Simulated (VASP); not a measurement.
# In (I4/mmm) in VASP: a series of runs

In is run at these levels: r2SCAN; tasks: single point.

Program: VASP 6.6.1. These are calculated values, not measurements. Logs are shortened: lines on timing, memory, paths and dates and some standing lists are left out, and cuts for length are marked.

### 1 The cell of the first run

Symmetry: I4/mmm, No. 139, tetragonal system. Conventional cell: a = 3.220 Å, b = 3.220 Å, c = 5.053 Å, α = 90.00°, β = 90.00°, γ = 90.00°. In (site symmetry 4/mmm) has 12 In at 3.22 to 3.40 Å within 4.2 Å.

### 2 Single point, r2SCAN

Input file POSCAR:

```
In
1.0
   -1.6101528169      1.6101528169      2.5267134417
    1.6101528169     -1.6101528169      2.5267134417
    1.6101528169      1.6101528169     -2.5267134417
In
1
Direct
    0.0000000000      0.0000000000      0.0000000000
```

Input file INCAR.step1:

```
ALGO     = Normal         # electronic algorithm
EDIFF    = 1E-4           # SCF threshold, eV
ENCUT    = 520            # plane-wave cutoff, eV
GGA      = PE             # functional
ISMEAR   = 0              # smearing method
LASPH    = True           # aspherical terms in the spheres
LCHARG   = False          # write CHGCAR
LREAL    = False          # projectors in reciprocal space
LWAVE    = True           # write WAVECAR
NBANDS   = 12             # bands
NELM     = 80             # most SCF steps
PREC     = Accurate       # precision mode
SIGMA    = 0.1            # smearing width, eV
```

Input file INCAR.step2:

```
ALGO     = Normal         # electronic algorithm
EDIFF    = 1E-6           # SCF threshold, eV
ENCUT    = 520            # plane-wave cutoff, eV
ISIF     = 2              # what is computed and relaxed
ISMEAR   = 0              # smearing method
ISTART   = 1            
LASPH    = True           # aspherical terms in the spheres
LCHARG   = False          # write CHGCAR
LMIXTAU  = True         
LREAL    = False          # projectors in reciprocal space
LWAVE    = False          # write WAVECAR
METAGGA  = R2SCAN         # meta-GGA
NBANDS   = 12             # bands
NELM     = 80             # most SCF steps
PREC     = Accurate       # precision mode
SIGMA    = 0.1            # smearing width, eV
```

Input file KPOINTS:

```
k-points
0
Gamma
  18 18 18
```

Potentials or basis: VASP PAW PBE potentials, release 64 (In_d).

Command:

```bash
$ cat potpaw_PBE.64/In_d/POTCAR > POTCAR
$ cp INCAR.step1 INCAR
$ mpirun -np 1 vasp_std > vasp.out
$ cp INCAR.step2 INCAR
$ mpirun -np 1 vasp_std > vasp.out
```

OUTCAR:

```text
EDIFF = 1E-6
   ENCUT = 520
   ISIF = 2
   ISMEAR = 0
   ISTART = 1
   LASPH = True
   LREAL = False
   METAGGA = R2SCAN
   NELM = 80
   PREC = Accurate

 ion  position               nearest neighbor table
   1  0.000  0.000  0.000-

  LATTYP: Found a body centered tetragonal cell.
 ALAT       =     3.2203056338
 C/A-ratio  =     1.5692382830

  Lattice vectors:

 A1 = (  -1.6101528169,   1.6101528169,   2.5267134417)
 A2 = (   1.6101528169,  -1.6101528169,   2.5267134417)
 A3 = (   1.6101528169,   1.6101528169,  -2.5267134417)

Analysis of symmetry for initial positions (statically):
=====================================================================
 Subroutine PRICEL returns:
 Original cell was already a primitive cell.

 Routine SETGRP: Setting up the symmetry group for a
 body centered tetragonal supercell.

 Subroutine GETGRP returns: Found 16 space group operations
 (whereof 16 operations were pure point group operations)
 out of a pool of 16 trial point group operations.

The static configuration has the point symmetry D_4h.

Analysis of symmetry for dynamics (positions and initial velocities):
=====================================================================
 Subroutine PRICEL returns:
 Original cell was already a primitive cell.

 Routine SETGRP: Setting up the symmetry group for a
 body centered tetragonal supercell.

 Subroutine GETGRP returns: Found 16 space group operations
 (whereof 16 operations were pure point group operations)
 out of a pool of 16 trial point group operations.

The dynamic configuration has the point symmetry D_4h.

 Subroutine INISYM returns: Found 16 space group operations
 (whereof 16 operations are pure point group operations),
 and found     1 'primitive' translations

----------------------------------------------------------------------------------------

                                     Primitive cell

  volume of cell :      26.2029

  direct lattice vectors                    reciprocal lattice vectors
    -1.610152817  1.610152817  2.526713442     0.000000000  0.310529532  0.197885519
     1.610152817 -1.610152817  2.526713442     0.310529532  0.000000000  0.197885519
     1.610152817  1.610152817 -2.526713442     0.310529532  0.310529532  0.000000000

  length of vectors
     3.401391628  3.401391628  3.401391628     0.368221765  0.368221765  0.439155075

  position of ions in fractional coordinates (direct lattice)
     0.000000000  0.000000000  0.000000000

  ion indices of the primitive-cell ions
   primitive index   ion index
                 1           1

----------------------------------------------------------------------------------------

 KPOINTS: k-points

Automatic generation of k-mesh.
 Grid dimensions read from file:
 generate k-points for:   18   18   18

 Generating k-lattice:

  Cartesian coordinates                     Fractional coordinates (reciprocal lattice)
     0.000000000  0.017251641  0.010993640     0.055555556  0.000000000  0.000000000
     0.017251641  0.000000000  0.010993640     0.000000000  0.055555556  0.000000000
     0.017251641  0.017251641  0.000000000     0.000000000  0.000000000  0.055555556

  Length of vectors
     0.020456765  0.020456765  0.024397504

  Shift w.r.t. Gamma in fractional coordinates (k-lattice)
     0.000000000  0.000000000  0.000000000

 Subroutine IBZKPT returns following result:
 ===========================================

 Found    480 irreducible k-points:

 Following reciprocal coordinates:
            Coordinates               Weight
  0.000000  0.000000  0.000000      1.000000
  0.055556 -0.000000  0.000000      8.000000
  0.111111 -0.000000  0.000000      8.000000
  0.166667  0.000000 -0.000000      8.000000
  0.222222  0.000000 -0.000000      8.000000
  0.277778 -0.000000  0.000000      8.000000
[... 16 lines left out ...]
 -0.277778  0.055556  0.000000     16.000000
 -0.222222  0.055556  0.000000     16.000000
 [... further k-points ...]
   k-points           NKPTS =    480   k-points in BZ     NKDIM =    480   number of bands    NBANDS=     12
   number of dos      NEDOS =    301   number of ions     NIONS =      1
   total plane-waves  NPLWV =  21952
   dimension x,y,z NGX =    28 NGY =   28 NGZ =   28
   dimension x,y,z NGXF=    56 NGYF=   56 NGZF=   56
   ions per type =               1
   NGX,Y,Z   is equivalent  to a cutoff of  13.69, 13.69, 13.69 a.u.
   NGXF,Y,Z  is equivalent  to a cutoff of  27.37, 27.37, 27.37 a.u.
 SYSTEM =  unknown system
   PREC   = accura    normal or accurate (medium, high low for compatibility)
   ISTART =      1    job   : 0-new  1-cont  2-samecut
   ICHARG =      0    charge: 1-file 2-atom 10-const
   ISPIN  =      1    spin polarized calculation?
   LNONCOLLINEAR =      F non collinear calculations
   LSORBIT =      F    spin-orbit coupling
   LASPH  =      T    aspherical Exc in radial PAW
   ENCUT  =  520.0 eV  38.22 Ry    6.18 a.u.   6.32  6.32  6.32*2*pi/ulx,y,z
   NELM   =     80;   NELMIN=  2; NELMDL=  0     # of ELM steps
   EDIFF  = 0.1E-05   stopping-criterion for ELM
   LREAL  =      F    real-space projection
   EDIFFG = 0.1E-04   stopping-criterion for IOM
   NSW    =      0    number of steps for IOM
   IBRION =     -1    ionic relax: 0-MD 1-quasi-New 2-CG
   NFREE  =      0    steps in history (QN), initial steepest desc. (CG)
   ISIF   =      2    stress and relaxation
   ISYM   =      2    0-nonsym 1-usesym 2-fastsym
   POTIM  = 0.5000    time-step for ionic-motion
   TEBEG  =    0.0;   TEEND  =   0.0 temperature during run
   PSTRESS=    0.0 pullay stress
   NELECT =      13.0000    total number of electrons
   NUPDOWN=      -1.0000    fix difference up-down
   EMIN   =  10.00;   EMAX   =-10.00  energy-range for DOS
   EFERMI =   0.00;   METHOD = LEGACY
   ISMEAR =     0;   SIGMA  =   0.10  broadening in eV -4-tet -1-fermi 0-gaus
   EFERMI_NEDOS =   21; number of points for ismear=-14 and -15
   IALGO  =     38    algorithm
   IMIX   =      4    mixing-type and parameters
     AMIX     =   0.40;   BMIX     =  1.00
     AMIX_MAG =   1.60;   BMIX_MAG =  1.00
  volume/ion in A,a.u.               =      26.20       176.83
  Fermi-wavevector in a.u.,A,eV,Ry     =   1.296003  2.449090 22.852657  1.679623
  Thomas-Fermi vector in A             =   2.427487
   LORBIT       =      0    0 simple, 1 ext, 2 COOP (PROOUT), +10 PAW based schemes
   METAGGA = R2SCAN    functional components
   LHFCALC =     F    Hartree Fock is set to
   AEXX    =    0.0000 exact exchange contribution
   IVDW    =     0    specifies the selected vdW correction
   LEPSILON=     F    determine dielectric tensor
   LRPA    =     F    only Hartree local field effects (RPA)
 non-spin polarized calculation
 Gauss-broadening in eV      SIGMA  =   0.10
  energy-cutoff  :      520.00
  volume of cell :       26.20
 maximum number of plane-waves:       721
 NGX is ok and might be reduce to    28

 number of electron      13.0000004 magnetization

 Free energy of the ion-electron system (eV)
  ---------------------------------------------------
  ext. energy  EPLUGINS =         0.00000000
  ---------------------------------------------------
  free energy    TOTEN  =       -22.57491560 eV

  energy without entropy =      -22.57327695  energy(sigma->0) =      -22.57409627

 E-fermi :   7.4708     XC(G=0): -11.0685

 val. band max:        7.4584024260   @ k =  -0.4444  -0.4444   0.1667
 cond. band min:       7.5337671876   @ k =   0.5000   0.2222   0.0556
 fundamental gap:      0.0753647616
 Fermi energy:         7.4707546041

 k-point     1 :       0.0000    0.0000    0.0000
  band No.  band energies     occupation
      1      -7.8755      2.00000
      2      -7.7137      2.00000
      3      -7.7137      2.00000
      4      -7.6764      2.00000
      5      -7.5124      2.00000
      6      -2.5598      2.00000
      7      18.6075      0.00000
      8      18.6075      0.00000
      9      18.8721      0.00000
     10      19.7155      0.00000
     11      21.9299      0.00000
     12      22.2562      0.00000

 k-point     2 :       0.0556   -0.0000    0.0000
  band No.  band energies     occupation
      1      -7.8693      2.00000
      2      -7.7150      2.00000
      3      -7.7088      2.00000
      4      -7.6747      2.00000
      5      -7.5151      2.00000
      6      -2.4885      2.00000
      7      17.6899      0.00000
      8      18.5264      0.00000
      9      18.5663      0.00000
     10      19.5547      0.00000
     11      22.2067      0.00000
     12      22.4453      0.00000

 k-point     3 :       0.1111   -0.0000    0.0000
  band No.  band energies     occupation
      1      -7.8537      2.00000
      2      -7.7214      2.00000
      3      -7.6953      2.00000
      4      -7.6652      2.00000
      5      -7.5220      2.00000
      6      -2.2734      2.00000
      7      15.7903      0.00000
      8      17.9997      0.00000
      9      18.3288      0.00000
     10      19.5043      0.00000
     11      21.6135      0.00000
     12      22.9642      0.00000
[... 286 lines left out ...]
 k-point    23 :      -0.2778    0.0556    0.0000
  band No.  band energies     occupation
      1      -7.8060      2.00000
      2      -7.7747      2.00000
      3      -7.6637      2.00000
      4      -7.5661      2.00000
      5      -7.5248      2.00000
      6      -0.8788      2.00000
      7      10.4824      0.00000
      8      15.6720      0.00000
      9      17.4826      0.00000
     10      19.9039      0.00000
     11      20.7389      0.00000
     12      22.1712      0.00000

 k-point    24 :      -0.2222    0.0556    0.0000
  band No.  band energies     occupation
      1      -7.8078      2.00000
      2      -7.7556      2.00000
      3      -7.6685      2.00000
      4      -7.6083      2.00000
      5      -7.5411      2.00000
      6      -1.4978      2.00000
      7      12.4016      0.00000
      8      16.1948      0.00000
      9      17.6728      0.00000
     10      19.9981      0.00000
     11      21.3219      0.00000
     12      22.5015      0.00000

 [... further k-points ...]

------------------------ aborting loop because EDIFF is reached ----------------------------------------

  FORCE on cell =-STRESS in cart. coord.  units (eV):
  Direction    XX          YY          ZZ          XY          YZ          ZX
  --------------------------------------------------------------------------------------
  -------------------------------------------------------------------------------------
  Total        0.0038450      0.0038450      0.0022865      0.0000000      0.0000000      0.0000000
  in kB        0.2351007      0.2351007      0.1398090      0.0000000      0.0000000      0.0000000
  external PRESSURE =       0.2033368 kB  Pullay stress =       0.0000000 kB

 VOLUME and BASIS-vectors are now :
 -----------------------------------------------------------------------------
  energy-cutoff  :      520.00
  volume of cell :       26.20
      direct lattice vectors                 reciprocal lattice vectors
    -1.610152817  1.610152817  2.526713442     0.000000000  0.310529532  0.197885519
     1.610152817 -1.610152817  2.526713442     0.310529532  0.000000000  0.197885519
     1.610152817  1.610152817 -2.526713442     0.310529532  0.310529532  0.000000000

 POSITION                                       TOTAL-FORCE (eV/Angst)
 -----------------------------------------------------------------------------------
      0.00000      0.00000      0.00000         0.000000     -0.000000     -0.000000
 -----------------------------------------------------------------------------------
    total drift:                               -0.000000     -0.000000     -0.000000

  FREE ENERGIE OF THE ION-ELECTRON SYSTEM (eV)
  ---------------------------------------------------
  free  energy   TOTEN  =       -22.5749155992 eV

  energy  without entropy=      -22.5732769454  energy(sigma->0) =      -22.57409627
```

Run time: 18 min. Hardware: 1 thread of Intel Xeon 8259CL, shared host; peak memory 0.28 GiB.

What came out:

```yaml
Free_energy: -22.5749 eV
Pressure: 0.0 GPa
Band_gap_on_the_k_mesh: zero (an odd number of electrons rules out a gap without spin polarisation)
```

Caveat: the PAW data sets were made with another functional, which shifts forces and pressure a little; spin-orbit coupling is left out, which moves the levels of the heavy elements.

### 3 Single point, r2SCAN

This run uses another cell than the first one, of the same volume but with other edges.

Input file POSCAR:

```
In
1.0
    3.4013916276      0.0000000000      0.0000000000
    0.3525311873      3.3830735679      0.0000000000
    1.5244302201     -1.6915367840      2.2770999512
In
1
Direct
    0.0000000000      0.0000000000      0.0000000000
```

Input file INCAR.step1:

```
PREC     = Accurate       # precision mode
ENCUT    = 520            # plane-wave cutoff, eV
ISMEAR   = 0              # smearing method
SIGMA    = 0.1            # smearing width, eV
LREAL    = F              # projectors in reciprocal space
LASPH    = T              # aspherical terms in the spheres
NELM     = 60             # most SCF steps
NBANDS   = 12             # bands
ISYM     = 0            
GGA      = PE             # functional
ALGO     = Normal         # electronic algorithm
EDIFF    = 1E-4           # SCF threshold, eV
LWAVE    = T              # write WAVECAR
LCHARG   = F              # write CHGCAR
```

Input file INCAR.step2:

```
PREC     = Accurate       # precision mode
ENCUT    = 520            # plane-wave cutoff, eV
EDIFF    = 1E-6           # SCF threshold, eV
ISMEAR   = 0              # smearing method
SIGMA    = 0.1            # smearing width, eV
LREAL    = F              # projectors in reciprocal space
LASPH    = T              # aspherical terms in the spheres
NELM     = 60             # most SCF steps
ALGO     = Normal         # electronic algorithm
ISIF     = 2              # what is computed and relaxed
LWAVE    = F              # write WAVECAR
LCHARG   = T              # write CHGCAR
METAGGA  = R2SCAN         # meta-GGA
LMIXTAU  = T            
LELF     = T              # ELF
LVHAR    = T            
NBANDS   = 12             # bands
ISYM     = 0            
ISTART   = 1
```

Input file KPOINTS:

```
regular mesh
0
Gamma
  10 10 15
```

Potentials or basis: VASP PAW PBE potentials, release 64 (In_d).

Command:

```bash
$ cat potpaw_PBE.64/In_d/POTCAR > POTCAR
$ cp INCAR.step1 INCAR
$ mpirun -np 1 vasp_std > vasp.out
$ cp INCAR.step2 INCAR
$ mpirun -np 1 vasp_std > vasp.out
```

It took 20 min on 1 thread of Intel Xeon 8259CL, shared host; peak memory 0.34 GiB.

Results (log left out):

| Property | Result |
| --- | --- |
| Free energy | -22.5734 eV |
| Pressure | 0.2 GPa |
| Band gap on the k mesh | zero (an odd number of electrons rules out a gap without spin polarisation) |

Stress tensor (GPa, compression positive):
```
-0.25  0.33  0.18
 0.33 -0.32 -0.20
 0.18 -0.20  1.11
```

Levels at points of the mesh, in eV from the Fermi level:
```tsv
k point	band 2	band 3	band 4	band 5	band 6	band 7	band 8	band 9	band 10	band 11
(0.00, 0.00, 0.00)	-15.20	-15.20	-15.17	-15.00	-10.05	11.11	11.12	11.38	12.22	14.44
(0.50, 0.00, 0.00)	-15.32	-15.18	-14.94	-14.89	-4.47	-3.59	7.48	10.01	11.42	12.05
(0.00, 0.50, 0.00)	-15.32	-15.18	-14.94	-14.89	-4.47	-3.59	7.48	10.01	11.42	12.05
(0.50, 0.50, 0.00)	-15.39	-14.91	-14.89	-14.89	-3.36	-3.08	5.28	5.28	8.66	9.21
```

Caveat: the PAW data sets were made with another functional, which shifts forces and pressure a little; spin-orbit coupling is left out, which moves the levels of the heavy elements.

The gap in the log of VASP goes by the Fermi energy; the results here count the filled bands.